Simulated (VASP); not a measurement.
Runs of VASP 6.6.1 on ZnO. The structure is that of space group Fm-3m (No. 225), or close to it. The cells are those of the table. 

```tsv
level	cell	gap on the mesh (eV)	pressure (GPa)
PBE	a = 3.203 Å, angles 60.0°, 2 atoms	0.18	-16.1
PBE	a = 3.068 Å, angles 60.0°, 2 atoms	0.71	(b)
PBE	a = 2.953 Å, angles 60.0°, 2 atoms	(a)	24.7
r2SCAN	a = 3.111 Å, angles 60.0°, 2 atoms	1.12	-13.5
PBE	a = 3.165 Å, angles 60.0°, 2 atoms	0.31	-12.6
```

Alike in all rows: task single point; potentials or basis VASP PAW PBE potentials, release 64 (Zn, O); no spin polarisation; k mesh 14 × 14 × 14; cutoff (eV) 520; smearing gaussian 0.05 eV.

Estimate the missing entries.

(a) 1.23; (b) 0.5.

Caveats: the PAW data sets were made with another functional, which shifts forces and pressure a little (some runs).

A k mesh can miss the band edges.
